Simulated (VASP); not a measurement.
# Hf3AlN4 (Cmmm) in VASP: notebook

Runs on Hf3AlN4. Level: PBE. Tasks: single point, relaxation of cell and atoms.

All numbers are computed with VASP 6.6.1; they aren't measurements. Logs are shortened: lines on timing, memory, paths and dates and some standing lists are left out, and cuts for length are marked.

**1. The cell of the first run**

Symmetry: Cmmm, No. 65, orthorhombic system. Conventional cell: a = 6.891 Å, b = 9.745 Å, c = 3.445 Å, α = 90.00°, β = 90.00°, γ = 90.00°. Hf (site symmetry mmm) has 6 N at 2.44 Å within 3.2 Å. Within 3.2 Å of Hf (site symmetry 2/m) lie 6 N at 2.44 Å. Within 3.2 Å of Al (site symmetry mmm) lie 6 N at 2.44 Å. N (site symmetry m2m) has 5 Hf at 2.44 Å and 1 Al at 2.44 Å within 3.2 Å. N (site symmetry 2mm) has 4 Hf at 2.44 Å and 2 Al at 2.44 Å within 3.2 Å.

**2. Single point, PBE**

Input file INCAR:

```
  PREC = Accurate
  ENCUT = 520
  EDIFF = 1E-6
  ISMEAR = 0
  SIGMA = 0.1
  LREAL = False
  LASPH = True
  NELM = 100
  ALGO = Normal
  ISIF = 2
  LWAVE = False
  LCHARG = False
  GGA = PE
  NBANDS = 36
```

Input file KPOINTS:

```
regular mesh
0
Gamma
  4 4 6
```

Input file POSCAR:

```
Hf3AlN4
1.0
    3.4453365000     -4.8724416100      0.0000000000
    3.4453365000      4.8724416100      0.0000000000
    0.0000000000      0.0000000000      3.4453365000
Hf Al N
3 1 4
Direct
    0.0000000000      0.0000000000      0.0000000000
    0.0000000000      0.5000000000      0.5000000000
    0.5000000000      0.0000000000      0.5000000000
    0.5000000000      0.5000000000      0.0000000000
    0.7500000000      0.2500000000      0.0000000000
    0.7500000000      0.7500000000      0.5000000000
    0.2500000000      0.2500000000      0.5000000000
    0.2500000000      0.7500000000      0.0000000000
```

Potentials or basis: VASP PAW PBE potentials, release 64 (Hf_pv, Al, N).

Run with:

```bash
$ cat potpaw_PBE.64/Hf_pv/POTCAR potpaw_PBE.64/Al/POTCAR potpaw_PBE.64/N/POTCAR > POTCAR
$ mpirun -np 1 vasp_std > vasp.out
```

OUTCAR:

```text
PREC = Accurate
   ENCUT = 520
   EDIFF = 1E-6
   ISMEAR = 0
   LREAL = False
   LASPH = True
   NELM = 100
   ISIF = 2
   GGA = PE

 ion  position               nearest neighbor table
   1  0.000  0.000  0.000-   6 2.44   7 2.44   6 2.44   7 2.44   5 2.44   8 2.44   4 3.45   4 3.45
                             3 3.45   3 3.45   2 3.45   2 3.45   2 3.45   3 3.45   3 3.45   2 3.45
   2  0.000  0.500  0.500-   5 2.44   8 2.44   5 2.44   8 2.44   7 2.44   6 2.44   3 3.45   3 3.45
                             4 3.45   1 3.45   4 3.45   1 3.45   1 3.45   4 3.45   4 3.45   1 3.45
   3  0.500  0.000  0.500-   5 2.44   8 2.44   5 2.44   8 2.44   7 2.44   6 2.44   2 3.45   2 3.45
                             4 3.45   1 3.45   4 3.45   4 3.45   4 3.45   1 3.45   1 3.45   1 3.45
   4  0.500  0.500  0.000-   6 2.44   7 2.44   6 2.44   7 2.44   5 2.44   8 2.44   1 3.45   1 3.45
                             3 3.45   2 3.45   3 3.45   3 3.45   3 3.45   2 3.45   2 3.45   2 3.45
   5  0.750  0.250  0.000-   2 2.44   3 2.44   2 2.44   3 2.44   1 2.44   4 2.44
   6  0.750  0.750  0.500-   1 2.44   4 2.44   1 2.44   4 2.44   3 2.44   2 2.44
   7  0.250  0.250  0.500-   1 2.44   4 2.44   1 2.44   4 2.44   3 2.44   2 2.44
   8  0.250  0.750  0.000-   2 2.44   3 2.44   2 2.44   3 2.44   1 2.44   4 2.44

  LATTYP: Found a base centered orthorhombic cell.
 ALAT       =     6.8906730000
 B/A-ratio  =     1.4142135638
 C/A-ratio  =     0.5000000000

  Lattice vectors:

 A1 = (   3.4453365000,  -4.8724416100,   0.0000000000)
 A2 = (   3.4453365000,   4.8724416100,   0.0000000000)
 A3 = (   0.0000000000,   0.0000000000,   3.4453365000)

Analysis of symmetry for initial positions (statically):
=====================================================================
 Subroutine PRICEL returns:
 Original cell was already a primitive cell.

 Routine SETGRP: Setting up the symmetry group for a
 base centered orthorhombic supercell.

 Subroutine GETGRP returns: Found  8 space group operations
 (whereof  8 operations were pure point group operations)
 out of a pool of  8 trial point group operations.

The static configuration has the point symmetry D_2h.

Analysis of symmetry for dynamics (positions and initial velocities):
=====================================================================
 Subroutine PRICEL returns:
 Original cell was already a primitive cell.

 Routine SETGRP: Setting up the symmetry group for a
 base centered orthorhombic supercell.

 Subroutine GETGRP returns: Found  8 space group operations
 (whereof  8 operations were pure point group operations)
 out of a pool of  8 trial point group operations.

The dynamic configuration has the point symmetry D_2h.

 Subroutine INISYM returns: Found  8 space group operations
 (whereof  8 operations are pure point group operations),
 and found     1 'primitive' translations

----------------------------------------------------------------------------------------

                                     Primitive cell

  volume of cell :     115.6751

  direct lattice vectors                    reciprocal lattice vectors
     3.445336500 -4.872441610  0.000000000     0.145123706 -0.102617956  0.000000000
     3.445336500  4.872441610  0.000000000     0.145123706  0.102617956  0.000000000
     0.000000000  0.000000000  3.445336500     0.000000000  0.000000000  0.290247411

  length of vectors
     5.967497871  5.967497871  3.445336500     0.177739514  0.177739514  0.290247411

  position of ions in fractional coordinates (direct lattice)
     0.000000000  0.000000000  0.000000000
     0.000000000  0.500000000  0.500000000
     0.500000000  0.000000000  0.500000000
     0.500000000  0.500000000  0.000000000
     0.750000000  0.250000000  0.000000000
     0.750000000  0.750000000  0.500000000
     0.250000000  0.250000000  0.500000000
     0.250000000  0.750000000  0.000000000

  ion indices of the primitive-cell ions
   primitive index   ion index
                 1           1
                 2           2
                 3           3
                 4           4
                 5           5
                 6           6
                 7           7
                 8           8

----------------------------------------------------------------------------------------

 KPOINTS: regular mesh

Automatic generation of k-mesh.
 Grid dimensions read from file:
 generate k-points for:    4    4    6

 Generating k-lattice:

  Cartesian coordinates                     Fractional coordinates (reciprocal lattice)
     0.036280926 -0.025654489  0.000000000     0.250000000  0.000000000  0.000000000
     0.036280926  0.025654489  0.000000000     0.000000000  0.250000000  0.000000000
     0.000000000  0.000000000  0.048374569     0.000000000  0.000000000  0.166666667

  Length of vectors
     0.044434879  0.044434879  0.048374569

  Shift w.r.t. Gamma in fractional coordinates (k-lattice)
     0.000000000  0.000000000  0.000000000

 Subroutine IBZKPT returns following result:
 ===========================================

 Found     28 irreducible k-points:

 Following reciprocal coordinates:
            Coordinates               Weight
  0.000000  0.000000  0.000000      1.000000
  0.250000  0.000000  0.000000      4.000000
  0.500000  0.000000  0.000000      2.000000
  0.250000  0.250000  0.000000      2.000000
  0.500000  0.250000  0.000000      4.000000
 -0.250000  0.250000  0.000000      2.000000
[... 16 lines left out ...]
  0.250000  0.000000  0.500000      4.000000
  0.500000  0.000000  0.500000      2.000000
 [... further k-points ...]
   k-points           NKPTS =     28   k-points in BZ     NKDIM =     28   number of bands    NBANDS=     36
   number of dos      NEDOS =    301   number of ions     NIONS =      8
   total plane-waves  NPLWV =  64512
   dimension x,y,z NGX =    48 NGY =   48 NGZ =   28
   dimension x,y,z NGXF=    96 NGYF=   96 NGZF=   56
   ions per type =               3   1   4
   NGX,Y,Z   is equivalent  to a cutoff of  13.37, 13.37, 13.51 a.u.
   NGXF,Y,Z  is equivalent  to a cutoff of  26.74, 26.74, 27.02 a.u.
 SYSTEM =  unknown system
   PREC   = accura    normal or accurate (medium, high low for compatibility)
   ISTART =      0    job   : 0-new  1-cont  2-samecut
   ICHARG =      2    charge: 1-file 2-atom 10-const
   ISPIN  =      1    spin polarized calculation?
   LNONCOLLINEAR =      F non collinear calculations
   LSORBIT =      F    spin-orbit coupling
   LASPH  =      T    aspherical Exc in radial PAW
   ENCUT  =  520.0 eV  38.22 Ry    6.18 a.u.  11.10 11.10  6.41*2*pi/ulx,y,z
   NELM   =    100;   NELMIN=  2; NELMDL= -5     # of ELM steps
   EDIFF  = 0.1E-05   stopping-criterion for ELM
   LREAL  =      F    real-space projection
[... 7 lines left out ...]
   TEBEG  =    0.0;   TEEND  =   0.0 temperature during run
   PSTRESS=    0.0 pullay stress
   NELECT =      53.0000    total number of electrons
   NUPDOWN=      -1.0000    fix difference up-down
   EMIN   =  10.00;   EMAX   =-10.00  energy-range for DOS
   EFERMI =   0.00;   METHOD = LEGACY
   ISMEAR =     0;   SIGMA  =   0.10  broadening in eV -4-tet -1-fermi 0-gaus
   EFERMI_NEDOS =   21; number of points for ismear=-14 and -15
   IALGO  =     38    algorithm
   IMIX   =      4    mixing-type and parameters
     AMIX     =   0.40;   BMIX     =  1.00
     AMIX_MAG =   1.60;   BMIX_MAG =  1.00
  volume/ion in A,a.u.               =      14.46        97.58
  Fermi-wavevector in a.u.,A,eV,Ry     =   1.262080  2.384985 21.671977  1.592845
  Thomas-Fermi vector in A             =   2.395506
   LORBIT       =      0    0 simple, 1 ext, 2 COOP (PROOUT), +10 PAW based schemes
   GGA     = PE    functional components
   LHFCALC =     F    Hartree Fock is set to
   AEXX    =    0.0000 exact exchange contribution
   IVDW    =     0    specifies the selected vdW correction
   LEPSILON=     F    determine dielectric tensor
   LRPA    =     F    only Hartree local field effects (RPA)
 non-spin polarized calculation
 Gauss-broadening in eV      SIGMA  =   0.10
  energy-cutoff  :      520.00
  volume of cell :      115.68
 maximum number of plane-waves:      3142
 NGX is ok and might be reduce to    48
   NGX = 23   NGY = 23   NGZ = 13

 number of electron      53.0000000 magnetization

 Free energy of the ion-electron system (eV)
  ---------------------------------------------------
  ext. energy  EPLUGINS =         0.00000000
  ---------------------------------------------------
  free energy    TOTEN  =       -74.37928937 eV

  energy without entropy =      -74.36274985  energy(sigma->0) =      -74.37101961

 E-fermi :   6.3454     XC(G=0): -11.1763

 val. band max:        6.3219470995   @ k =   0.2500   0.0000   0.1667
 cond. band min:       6.3844505670   @ k =   0.5000   0.0000   0.1667
 fundamental gap:      0.0625034675
 Fermi energy:         6.3453724855

 k-point     1 :       0.0000    0.0000    0.0000
  band No.  band energies     occupation
      1     -26.0000      2.00000
      2     -25.9410      2.00000
      3     -25.8359      2.00000
      4     -25.7316      2.00000
      5     -25.7120      2.00000
      6     -25.6714      2.00000
[... 28 lines left out ...]
     35       8.9941      0.00000
     36       9.1449      0.00000

 k-point     2 :       0.2500    0.0000    0.0000
  band No.  band energies     occupation
      1     -25.9706      2.00000
      2     -25.9195      2.00000
      3     -25.8218      2.00000
      4     -25.7302      2.00000
      5     -25.7238      2.00000
      6     -25.7121      2.00000
[... 28 lines left out ...]
     35       9.1379      0.00000
     36       9.2514      0.00000

 k-point     3 :       0.5000    0.0000    0.0000
  band No.  band energies     occupation
      1     -25.9518      2.00000
      2     -25.8283      2.00000
      3     -25.8214      2.00000
      4     -25.7853      2.00000
      5     -25.7673      2.00000
      6     -25.7135      2.00000
[... 28 lines left out ...]
     35       9.1423      0.00000
     36       9.6677      0.00000

 k-point     4 :       0.2500    0.2500    0.0000
  band No.  band energies     occupation
      1     -25.9148      2.00000
      2     -25.9126      2.00000
      3     -25.7886      2.00000
      4     -25.7838      2.00000
      5     -25.7379      2.00000
      6     -25.7136      2.00000
[... 28 lines left out ...]
     35       9.0785      0.00000
     36       9.5660      0.00000

 k-point     5 :       0.5000    0.2500    0.0000
  band No.  band energies     occupation
      1     -25.9225      2.00000
      2     -25.8566      2.00000
      3     -25.8116      2.00000
      4     -25.8007      2.00000
      5     -25.7359      2.00000
      6     -25.7051      2.00000
[... 655 lines left out ...]
 k-point    22 :       0.0000    0.0000    0.5000
  band No.  band energies     occupation
      1     -25.8918      2.00000
      2     -25.8879      2.00000
      3     -25.8624      2.00000
      4     -25.8454      2.00000
      5     -25.7972      2.00000
      6     -25.7907      2.00000
[... 28 lines left out ...]
     35       9.4413      0.00000
     36      10.0272      0.00000

 k-point    23 :       0.2500    0.0000    0.5000
  band No.  band energies     occupation
      1     -25.9291      2.00000
      2     -25.9055      2.00000
      3     -25.8624      2.00000
      4     -25.8269      2.00000
      5     -25.7893      2.00000
      6     -25.7884      2.00000
[... 28 lines left out ...]
     35       9.5750      0.00000
     36      10.0827      0.00000

 k-point    24 :       0.5000    0.0000    0.5000
  band No.  band energies     occupation
      1     -25.9513      2.00000
      2     -25.9244      2.00000
      3     -25.8667      2.00000
      4     -25.7989      2.00000
      5     -25.7875      2.00000
      6     -25.7572      2.00000
[... 28 lines left out ...]
     35       9.7087      0.00000
     36       9.7454      0.00000

 [... further k-points ...]

------------------------ aborting loop because EDIFF is reached ----------------------------------------

  FORCE on cell =-STRESS in cart. coord.  units (eV):
  Direction    XX          YY          ZZ          XY          YZ          ZX
  --------------------------------------------------------------------------------------
  -------------------------------------------------------------------------------------
  Total      -24.7291818    -25.5115671    -26.5797544      0.0000000      0.0000000      0.0000000
  in kB     -342.5156347   -353.3521918   -368.1472972      0.0000000      0.0000000      0.0000000
  external PRESSURE =    -354.6717079 kB  Pullay stress =       0.0000000 kB

 VOLUME and BASIS-vectors are now :
 -----------------------------------------------------------------------------
  energy-cutoff  :      520.00
  volume of cell :      115.68
      direct lattice vectors                 reciprocal lattice vectors
     3.445336500 -4.872441610  0.000000000     0.145123706 -0.102617956  0.000000000
     3.445336500  4.872441610  0.000000000     0.145123706  0.102617956  0.000000000
     0.000000000  0.000000000  3.445336500     0.000000000  0.000000000  0.290247411

 POSITION                                       TOTAL-FORCE (eV/Angst)
 -----------------------------------------------------------------------------------
      0.00000      0.00000      0.00000        -0.000000      0.000000      0.000000
      1.72267      2.43622      1.72267        -0.000000     -0.000000      0.000000
      1.72267     -2.43622      1.72267        -0.000000     -0.000000      0.000000
      3.44534      0.00000      0.00000        -0.000000      0.000000      0.000000
      3.44534     -2.43622      0.00000        -0.000000      0.183641      0.000000
      5.16800      0.00000      1.72267        -0.117827      0.000000      0.000000
      1.72267      0.00000      1.72267         0.117827      0.000000      0.000000
      3.44534      2.43622      0.00000        -0.000000     -0.183641     -0.000000
 -----------------------------------------------------------------------------------
    total drift:                               -0.000000     -0.000000     -0.000000

  FREE ENERGIE OF THE ION-ELECTRON SYSTEM (eV)
  ---------------------------------------------------
  free  energy   TOTEN  =       -74.3792893730 eV

  energy  without entropy=      -74.3627498472  energy(sigma->0) =      -74.37101961
```

It took 3 min on 1 thread of Intel Xeon 8259CL, shared host; peak memory 0.3 GiB.

Results:

```yaml
Free_energy: -74.3793 eV
Pressure: -35.5 GPa
Largest_force: 0.184 eV/Å
Band_gap_on_the_k_mesh: zero (an odd number of electrons rules out a gap without spin polarisation)
```

Forces in eV/Å, atoms in the order of the input:
```
Hf   0.000  0.000  0.000
Hf   0.000  0.000  0.000
Hf   0.000  0.000  0.000
Al   0.000  0.000  0.000
N    0.000  0.184  0.000
N   -0.118  0.000  0.000
N    0.118  0.000  0.000
N    0.000 -0.184  0.000
```

Levels at points of the mesh, in eV from the Fermi level:
```csv
k point,band 23,band 24,band 25,band 26,band 27,band 28,band 29,band 30,band 31,band 32
"(0.00, 0.00, 0.00)",-2.46,-2.45,-2.43,-2.13,-1.22,0.46,0.51,0.70,2.13,2.21
"(0.50, 0.00, 0.00)",-3.95,-3.06,-3.00,-0.27,0.11,0.38,0.49,1.12,1.12,2.10
"(0.50, 0.50, 0.00)",-3.45,-3.05,-2.95,-1.64,-0.40,0.15,1.54,1.78,1.83,1.87
"(0.00, 0.00, 0.50)",-4.49,-3.82,-3.81,0.47,1.10,1.12,1.26,1.28,1.63,1.84
"(0.50, 0.00, 0.50)",-4.12,-3.63,-3.25,-0.29,-0.25,0.10,0.80,2.02,2.78,2.91
"(0.50, 0.50, 0.50)",-3.36,-3.36,-3.07,-1.97,-1.90,-0.03,2.35,2.66,2.67,2.80
```

Caveat: the cell stands under tension; spin-orbit coupling is left out, which moves the levels of the heavy elements.

**3. Single point, PBE**

This run uses another cell than the first one, of 11.07 Å³/atom.

Input file INCAR:

```
SYSTEM = Hf3AlN4
  PREC = Accurate
  ENCUT = 520
  EDIFF = 1E-7
  ISMEAR = 0
  SIGMA = 0.1
  LREAL = .FALSE.
  LASPH = .TRUE.
  NELM = 60
  ALGO = Normal
  ISIF = 2
  LWAVE = .FALSE.
  LCHARG = .FALSE.
  GGA = PE
  NBANDS = 36
```

Input file KPOINTS:

```
regular mesh
0
G
  4 4 6
  0 0 0
```

Input file POSCAR:

```
Hf3AlN4
1.0
    3.1795621333     -4.4633080202      0.0000000000
    3.1795621333      4.4633080202      0.0000000000
    0.0000000000      0.0000000000      3.1212784936
Hf Al N
3 1 4
Direct
    0.0000000000      0.0000000000      0.0000000000
    0.0000000000      0.5000000000      0.5000000000
    0.5000000000      0.0000000000      0.5000000000
    0.5000000000      0.5000000000      0.0000000000
    0.7373333287      0.2626666713      0.0000000000
    0.7252480310      0.7252480310      0.5000000000
    0.2747519690      0.2747519690      0.5000000000
    0.2626666713      0.7373333287      0.0000000000
```

Potentials or basis: VASP PAW PBE potentials, release 64 (Hf_pv, Al, N).

Run with:

```bash
$ cat potpaw_PBE.64/Hf_pv/POTCAR potpaw_PBE.64/Al/POTCAR potpaw_PBE.64/N/POTCAR > POTCAR
$ mpirun -np 1 vasp_std > vasp.out
```

It took 2.3 min on 1 thread of Intel Xeon 8259CL, shared host; peak memory 0.24 GiB.

It converged, with:

```
Free energy            : -78.6958 eV
Pressure               : -2.3 GPa
Largest force          : 0.082 eV/Å
Band gap on the k mesh : zero (an odd number of electrons rules out a gap without spin polarisation)
```

Forces in eV/Å, atoms in the order of the input:
```
Hf   0.000  0.000  0.000
Hf   0.000  0.000  0.000
Hf   0.000  0.000  0.000
Al   0.000  0.000  0.000
N    0.000 -0.080  0.000
N    0.082  0.000  0.000
N   -0.082  0.000  0.000
N    0.000  0.080  0.000
```

Stress tensor (GPa, compression positive):
```
-2.34  0.00  0.00
 0.00 -2.30  0.00
 0.00  0.00 -2.12
```

Levels at points of the mesh, in eV from the Fermi level:
| k point | band 24 | band 25 | band 26 | band 27 | band 28 | band 29 | band 30 | band 31 |
| --- | --- | --- | --- | --- | --- | --- | --- | --- |
| (0.00, 0.00, 0.00) | -2.71 | -2.67 | -2.63 | 0.05 | 0.10 | 0.61 | 1.08 | 2.85 |
| (0.50, 0.00, 0.00) | -4.02 | -3.58 | -0.74 | 0.18 | 0.47 | 1.32 | 1.39 | 1.62 |
| (0.50, 0.50, 0.00) | -3.43 | -3.27 | -2.35 | -1.03 | 1.96 | 2.05 | 2.25 | 2.65 |
| (0.00, 0.00, 0.50) | -4.57 | -4.40 | 0.88 | 1.10 | 1.31 | 1.46 | 2.06 | 2.46 |
| (0.50, 0.00, 0.50) | -4.06 | -3.86 | -0.94 | -0.51 | 0.27 | 1.07 | 3.98 | 4.53 |
| (0.50, 0.50, 0.50) | -3.62 | -3.15 | -3.09 | -2.99 | 1.40 | 3.88 | 4.07 | 4.22 |

Caveat: spin-orbit coupling is left out, which moves the levels of the heavy elements.

(Part 1 of 2 ends here.)
